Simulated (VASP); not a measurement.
Write the native input for VASP 6.6.1 that does the following.

| Quantity | Value |
| --- | --- |
| Task | single point |
| Functional | PBE |
| Potentials or basis | VASP PAW PBE potentials, release 64 (Al, Ru_pv) |
| Cutoff | 520 eV |
| k mesh | 16 × 16 × 16 |
| Occupations | gaussian, width 0.15 eV |
| Spin | no spin polarisation |
| Dipole correction | no |
| Further INCAR settings | ALGO = Fast; EDIFF = 1e-06; NBANDS = 16 |

The structure of AlRu lies in POSCAR:

```
AlRu
1.0
    2.9916000000      0.0000000000      0.0000000000
    0.0000000000      2.9916000000      0.0000000000
    0.0000000000      0.0000000000      2.9916000000
Al Ru
1 1
Direct
    0.0000000000      0.0000000000     -0.1002807862
    0.5000000000      0.5000000000      0.5000000000
```

This cell differs from its parent crystal: atom 1 (Al) moved by (+0.000, -0.300) A along [1 1 0] and z.

These files were run (other wordings do the same):

INCAR

```
SYSTEM = AlRu
  ALGO = Fast
  EDIFF = 1E-6
  ENCUT = 520
  GGA = PE
  ISIF = 2
  ISMEAR = 0
  LASPH = .TRUE.
  LCHARG = .FALSE.
  LREAL = .FALSE.
  LWAVE = .FALSE.
  NBANDS = 16
  NELM = 60
  PREC = Accurate
  SIGMA = 0.15
```

KPOINTS

```
k-points
0
G
  16 16 16
  0 0 0
```

Potentials or basis: VASP PAW PBE potentials, release 64 (Al, Ru_pv).

Command:

```bash
$ cat potpaw_PBE.64/Al/POTCAR potpaw_PBE.64/Ru_pv/POTCAR > POTCAR
$ mpirun -np 1 vasp_std > vasp.out
```

Results of the run:

| Quantity | Value |
| --- | --- |
| Pressure | 9.3 GPa |
| Largest force | 2.293 eV/Å |

Caveat: the cell differs from its parent crystal (atom 1 (Al) moved by (+0.000, -0.300) A along [1 1 0] and z); forces of over 1 eV/Å act on the atoms, so gaps and moduli don't describe the material at rest.

Wall time 54 s on 1 thread of Intel(R) Xeon(R) Platinum 8559C (Emerald Rapids), on a shared host, peak memory 0.27 GiB.
